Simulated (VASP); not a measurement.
# SiB2 (P-4n2) in VASP: a series of runs

SiB2 is run at these levels: PBE; tasks: relaxation of cell and atoms, single point.

Everything below comes from runs of VASP 6.6.1. Logs are shortened: lines on timing, memory, paths and dates and some standing lists are left out, and cuts for length are marked.

### Step 1. The cell of the first run

Symmetry: P-4n2, No. 118, tetragonal system. Conventional cell: a = 4.139 Å, b = 4.139 Å, c = 4.127 Å, α = 90.00°, β = 90.00°, γ = 90.00°. Si (site symmetry -4) has 4 B at 1.87 Å within 2.5 Å. Within 2.4 Å of B (site symmetry 2) lie 1 B at 1.81 Å and 2 Si at 1.87 Å.

The cell was built from a structure type or drawn by symmetry, and may not be a known phase.

### Step 2. Relaxation of cell and atoms, PBE

INCAR

```
PREC     = Accurate       # precision mode
ENCUT    = 500            # plane-wave cutoff, eV
EDIFF    = 1E-7           # SCF threshold, eV
ISMEAR   = 0              # smearing method
SIGMA    = 0.1            # smearing width, eV
LREAL    = F              # projectors in reciprocal space
LASPH    = T              # aspherical terms in the spheres
NELM     = 120            # most SCF steps
ALGO     = Normal         # electronic algorithm
ISIF     = 3              # what is computed and relaxed
LWAVE    = F              # write WAVECAR
LCHARG   = F              # write CHGCAR
GGA      = PE             # functional
IBRION   = 2              # ionic algorithm
NSW      = 90             # ionic steps
EDIFFG   = -0.04          # ionic threshold
GGA_COMPAT= F            
NELMIN   = 4
```

KPOINTS

```
regular mesh
0
Gamma
  4 4 4
```

POSCAR

```
SiB2
1.0
    4.1388060500      0.0000000000      0.0000000000
    0.0000000000      4.1388060500      0.0000000000
    0.0000000000      0.0000000000      4.1265827000
Si B
2 4
Direct
    0.5000000000      0.5000000000      0.0000000000
    0.0000000000      0.0000000000      0.5000000000
    0.1548886100      0.3451113900      0.2500000000
    0.8451113900      0.6548886100      0.2500000000
    0.3451113900      0.8451113900      0.7500000000
    0.6548886100      0.1548886100      0.7500000000
```

Potentials or basis: VASP PAW PBE potentials, release 64 (Si, B).

On the command line:

```
$ cat potpaw_PBE.64/Si/POTCAR potpaw_PBE.64/B/POTCAR > POTCAR
$ mpirun -np 1 vasp_std > vasp.out
```

OUTCAR:

```text
PREC = Accurate
   ENCUT = 500
   EDIFF = 1E-7
   ISMEAR = 0
   LREAL = F
   LASPH = T
   NELM = 120
   ISIF = 3
   GGA = PE
   IBRION = 2
   NSW = 90
   EDIFFG = -0.04
   NELMIN = 4

 ion  position               nearest neighbor table
   1  0.500  0.500  0.000-   3 1.87   4 1.87   5 1.87   6 1.87
   2  0.000  0.000  0.500-   3 1.87   4 1.87   5 1.87   6 1.87
   3  0.155  0.345  0.250-   4 1.81   2 1.87   1 1.87
   4  0.845  0.655  0.250-   3 1.81   2 1.87   1 1.87
   5  0.345  0.845  0.750-   6 1.81   2 1.87   1 1.87
   6  0.655  0.155  0.750-   5 1.81   2 1.87   1 1.87

  LATTYP: Found a simple tetragonal cell.
 ALAT       =     4.1388060500
 C/A-ratio  =     0.9970466483

  Lattice vectors:

 A1 = (   4.1388060500,   0.0000000000,   0.0000000000)
 A2 = (   0.0000000000,   4.1388060500,   0.0000000000)
 A3 = (   0.0000000000,   0.0000000000,   4.1265827000)

Analysis of symmetry for initial positions (statically):
=====================================================================
 Subroutine PRICEL returns:
 Original cell was already a primitive cell.

 Routine SETGRP: Setting up the symmetry group for a
 simple tetragonal supercell.

 Subroutine GETGRP returns: Found  8 space group operations
 (whereof  4 operations were pure point group operations)
 out of a pool of 16 trial point group operations.

The static configuration has the point symmetry S_4 .
 The point group associated with its full space group is D_2d.

Analysis of symmetry for dynamics (positions and initial velocities):
=====================================================================
 Subroutine PRICEL returns:
 Original cell was already a primitive cell.

 Routine SETGRP: Setting up the symmetry group for a
 simple tetragonal supercell.

 Subroutine GETGRP returns: Found  8 space group operations
 (whereof  4 operations were pure point group operations)
 out of a pool of 16 trial point group operations.

The dynamic configuration has the point symmetry S_4 .
 The point group associated with its full space group is D_2d.

 Subroutine INISYM returns: Found  8 space group operations
 (whereof  4 operations are pure point group operations),
 and found     1 'primitive' translations

----------------------------------------------------------------------------------------

                                     Primitive cell

  volume of cell :      70.6872

  direct lattice vectors                    reciprocal lattice vectors
     4.138806050  0.000000000  0.000000000     0.241615574  0.000000000  0.000000000
     0.000000000  4.138806050  0.000000000     0.000000000  0.241615574  0.000000000
     0.000000000  0.000000000  4.126582700     0.000000000  0.000000000  0.242331264

  length of vectors
[... 94 lines left out ...]
   NELECT =      20.0000    total number of electrons
   NUPDOWN=      -1.0000    fix difference up-down
   EMIN   =  10.00;   EMAX   =-10.00  energy-range for DOS
   EFERMI =   0.00;   METHOD = LEGACY
   ISMEAR =     0;   SIGMA  =   0.10  broadening in eV -4-tet -1-fermi 0-gaus
   EFERMI_NEDOS =   21; number of points for ismear=-14 and -15
   IALGO  =     38    algorithm
   IMIX   =      4    mixing-type and parameters
     AMIX     =   0.40;   BMIX     =  1.00
     AMIX_MAG =   1.60;   BMIX_MAG =  1.00
  volume/ion in A,a.u.               =      11.78        79.50
  Fermi-wavevector in a.u.,A,eV,Ry     =   1.074743  2.030970 15.715713  1.155072
  Thomas-Fermi vector in A             =   2.210580
   LORBIT       =      0    0 simple, 1 ext, 2 COOP (PROOUT), +10 PAW based schemes
   GGA     = PE    functional components
   LHFCALC =     F    Hartree Fock is set to
   AEXX    =    0.0000 exact exchange contribution
   IVDW    =     0    specifies the selected vdW correction
   LEPSILON=     F    determine dielectric tensor
   LRPA    =     F    only Hartree local field effects (RPA)
 conjugate gradient relaxation of ions
 non-spin polarized calculation
 Gauss-broadening in eV      SIGMA  =   0.10
  energy-cutoff  :      500.00
  volume of cell :       70.69
 maximum number of plane-waves:      1832
   NGX = 15   NGY = 15   NGZ = 15

--------------------------------------- Ionic step        1  -------------------------------------------

 number of electron      19.9999997 magnetization

 Free energy of the ion-electron system (eV)
  ---------------------------------------------------
  ext. energy  EPLUGINS =         0.00000000
  ---------------------------------------------------
  free energy    TOTEN  =       -31.00913409 eV

  energy without entropy =      -30.99392436  energy(sigma->0) =      -31.00152923

 E-fermi :   5.0791     XC(G=0): -10.3313

 val. band max:        5.0368972618   @ k =   0.2500   0.2500   0.0000
 cond. band min:       5.1109197684   @ k =   0.2500   0.2500   0.5000
 fundamental gap:      0.0740225066
 Fermi energy:         5.0790749285

 k-point     1 :       0.0000    0.0000    0.0000
  band No.  band energies     occupation
      1      -7.5263      2.00000
      2      -2.5156      2.00000
      3      -1.7455      2.00000
      4      -0.2618      2.00000
      5      -0.2618      2.00000
      6       2.3533      2.00000
      7       2.7640      2.00000
      8       3.4423      2.00000
      9       3.4423      2.00000
     10       4.0779      2.00000
     11       4.2000      2.00000
     12       7.4818      0.00000
     13       7.7281      0.00000
     14       7.7281      0.00000
[... 400 lines left out ...]
  FREE ENERGIE OF THE ION-ELECTRON SYSTEM (eV)
  ---------------------------------------------------
  free  energy   TOTEN  =       -32.9078082784 eV

  energy  without entropy=      -32.9008236409  energy(sigma->0) =      -32.90431596

[... ionic steps 4 to 10 ...]

--------------------------------------- Ionic step       11  -------------------------------------------

 number of electron      20.0000002 magnetization

------------------------ aborting loop because EDIFF is reached ----------------------------------------
[... 75 lines left out ...]
--------------------------------------- Ionic step       13  -------------------------------------------

 number of electron      20.0000001 magnetization

 Free energy of the ion-electron system (eV)
  ---------------------------------------------------
  ext. energy  EPLUGINS =         0.00000000
  ---------------------------------------------------
  free energy    TOTEN  =       -33.19899383 eV

  energy without entropy =      -33.19539571  energy(sigma->0) =      -33.19719477

 E-fermi :   3.7759     XC(G=0):  -9.5599

 val. band max:        3.7075737489   @ k =   0.2500   0.2500   0.5000
 cond. band min:       3.9827224902   @ k =   0.5000   0.5000   0.0000
 fundamental gap:      0.2751487413
 Fermi energy:         3.7759305386

 k-point     1 :       0.0000    0.0000    0.0000
  band No.  band energies     occupation
      1      -8.0065      2.00000
      2      -4.3145      2.00000
      3      -3.9046      2.00000
      4      -0.2995      2.00000
      5      -0.2995      2.00000
      6       1.3328      2.00000
      7       1.5012      2.00000
      8       2.3292      2.00000
      9       2.4621      2.00000
     10       2.4621      2.00000
     11       2.4766      2.00000
     12       5.1926      0.00000
     13       5.6719      0.00000
     14       5.6719      0.00000
[... 320 lines left out ...]
  FREE ENERGIE OF THE ION-ELECTRON SYSTEM (eV)
  ---------------------------------------------------
  free  energy   TOTEN  =       -33.1989938349 eV

  energy  without entropy=      -33.1953957116  energy(sigma->0) =      -33.19719477

 reached required accuracy - stopping structural energy minimisation
```

CONTCAR:

```text
SiB2
   1.00000000000000
     4.0604380420640878    0.0000000000000000   -0.0000000000000000
     0.0000000000000000    4.0604380420640878   -0.0000000000000000
     0.0000000000000000   -0.0000000000000000    5.0676465180669252
  Si              B
     2     4
Direct
     0.5000000000000000    0.5000000000000000    0.0000000000000000
     0.0000000000000000    0.0000000000000000    0.5000000000000000
     0.1374290677282403    0.3625709322717597    0.2500000000000000
     0.8625709322717595    0.6374290677282405    0.2500000000000000
     0.3625709322717597    0.8625709322717595    0.7500000000000000
     0.6374290677282405    0.1374290677282403    0.7500000000000000

  0.00000000E+00  0.00000000E+00  0.00000000E+00
  0.00000000E+00  0.00000000E+00  0.00000000E+00
  0.00000000E+00  0.00000000E+00  0.00000000E+00
  0.00000000E+00  0.00000000E+00  0.00000000E+00
  0.00000000E+00  0.00000000E+00  0.00000000E+00
  0.00000000E+00  0.00000000E+00  0.00000000E+00
```

Run time: 59 s. Hardware: 1 thread of Intel Xeon 6975P-C (Granite Rapids), shared host; peak memory 0.16 GiB.

Results:

* Free energy: -33.1990 eV
* Relaxed volume: 13.93 Å³/atom
* Relaxed cell: a = 4.060 Å, b = 4.060 Å, c = 5.068 Å, α = 90.00°, β = 90.00°, γ = 90.00°
* Space group after relaxing (to 0.1 Å): P-4n2 (No. 118)
* Energy gained by relaxing: 365.0 meV/atom
* Ionic steps: 13
* Pressure after relaxing: 0.3 GPa
* Band gap on the k mesh: zero (bands 10 and 11 overlap by 1.68 eV)

Forces on the atoms (eV/Å):
```
Si   0.000  0.000  0.000
Si   0.000  0.000  0.000
B    0.002 -0.002  0.000
B   -0.002  0.002  0.000
B   -0.002 -0.002  0.000
B    0.002  0.002  0.000
```

Stress tensor (GPa, compression positive):
```
0.43 0.00 0.00
0.00 0.43 0.00
0.00 0.00 0.15
```

The path:
| step | energy change (eV) | largest force (eV/Å) | pressure (GPa) | volume (Å³) |
| --- | --- | --- | --- | --- |
| 1 | 0.0000 | 3.1764 | 22.14 | 70.69 |
| 2 | -1.8580 | 0.1239 | -5.16 | 88.64 |
| 3 | -1.8987 | 0.4794 | -3.43 | 86.16 |
| 4 | -1.9366 | 1.3413 | 2.19 | 83.51 |
| 5 | -1.9681 | 0.5357 | -0.25 | 84.54 |
| 6 | -2.0372 | 0.2735 | 1.04 | 83.48 |
| 7 | -2.1000 | 0.2309 | 4.02 | 81.02 |
| 8 | -2.1467 | 0.2594 | 2.72 | 81.89 |
| 9 | -2.1782 | 0.1662 | -1.10 | 84.30 |
| 10 | -2.1877 | 0.2100 | 0.21 | 83.47 |
| 11 | -2.1878 | 0.2062 | 0.09 | 83.55 |
| 12 | -2.1898 | 0.0211 | 0.36 | 83.55 |
| 13 | -2.1899 | 0.0025 | 0.34 | 83.55 |

Final structure:
```
Si B
1.0
     4.06044    0.00000    0.00000
     0.00000    4.06044    0.00000
     0.00000    0.00000    5.06765
Si B
2 4
Direct
  0.50000 0.50000 0.00000
  0.00000 0.00000 0.50000
  0.13743 0.36257 0.25000
  0.86257 0.63743 0.25000
  0.36257 0.86257 0.75000
  0.63743 0.13743 0.75000
```

Caveat: the k points lie up to 0.39 Å⁻¹ apart in the final cell, too coarse for converged energies and pressures of a metal; the volume moved by over 15 % at a fixed basis, so the end points are rough.

### Step 3. Single point, PBE

This run uses another cell than the first one, of 14.01 Å³/atom.

INCAR

```
PREC = Accurate
ENCUT = 500
EDIFF = 1E-6
ISMEAR = 0
SIGMA = 0.1
LREAL = False
LASPH = True
NELM = 120
ALGO = Normal
ISIF = 2
LWAVE = False
LCHARG = False
GGA = PE
NBANDS = 19
GGA_COMPAT = False
```

KPOINTS

```
Automatic mesh
0
Gamma
  10 10 8
```

POSCAR

```
SiB2
1.0
    4.1145655769      0.0000000000      0.0000000000
    0.0000000000      4.1145655769      0.0000000000
    0.0000000000      0.0000000000      4.9648693291
Si B
2 4
Direct
    0.5000000000      0.5000000000      0.0000000000
    0.0000000000      0.0000000000      0.5000000000
    0.1360664571      0.3639335429      0.2500000000
    0.8639335429      0.6360664571      0.2500000000
    0.3639335429      0.8639335429      0.7500000000
    0.6360664571      0.1360664571      0.7500000000
```

Potentials or basis: VASP PAW PBE potentials, release 64 (Si, B).

On the command line:

```
$ cat potpaw_PBE.64/Si/POTCAR potpaw_PBE.64/B/POTCAR > POTCAR
$ mpirun -np 1 vasp_std > vasp.out
```

Run time: 50 s. Hardware: 1 thread of Intel Xeon 6975P-C (Granite Rapids), shared host; peak memory 0.26 GiB.

Results (log left out):

```yaml
Free_energy: -33.1736 eV
Pressure: 0.0 GPa
Largest_force: 0.011 eV/Å
Band_gap_on_the_k_mesh: zero (bands 10 and 11 overlap by 1.75 eV)
```

Forces on the atoms (eV/Å):
```
Si   0.000  0.000  0.000
Si   0.000  0.000  0.000
B    0.008 -0.008  0.000
B   -0.008  0.008  0.000
B   -0.008 -0.008  0.000
B    0.008  0.008  0.000
```

Stress tensor (GPa, compression positive):
```
 0.00  0.00  0.00
 0.00  0.00  0.00
 0.00  0.00 -0.09
```

Levels at points of the mesh, in eV from the Fermi level:
| k point | band 6 | band 7 | band 8 | band 9 | band 10 | band 11 | band 12 | band 13 | band 14 | band 15 |
| --- | --- | --- | --- | --- | --- | --- | --- | --- | --- | --- |
| (0.00, 0.00, 0.00) | -2.45 | -2.31 | -1.39 | -1.39 | -1.36 | -1.32 | 1.41 | 1.94 | 1.94 | 5.23 |
| (0.50, 0.00, 0.00) | -4.04 | -2.79 | -2.79 | -1.11 | -1.11 | 1.88 | 1.88 | 2.90 | 2.90 | 5.27 |
| (0.50, 0.50, 0.00) | -3.73 | -2.84 | -2.84 | -1.47 | -1.47 | 0.30 | 0.30 | 4.88 | 4.88 | 5.70 |
| (0.00, 0.00, 0.50) | -3.68 | -2.55 | -2.55 | -1.89 | -1.89 | 0.54 | 0.54 | 2.88 | 2.88 | 6.42 |
| (0.50, 0.00, 0.50) | -2.70 | -2.46 | -2.46 | -1.51 | -1.51 | 1.12 | 1.12 | 3.06 | 3.06 | 5.45 |
| (0.50, 0.50, 0.50) | -4.44 | -4.27 | -4.27 | 0.43 | 0.43 | 2.18 | 3.38 | 4.83 | 4.83 | 5.96 |

(Part 1 of 2 ends here.)
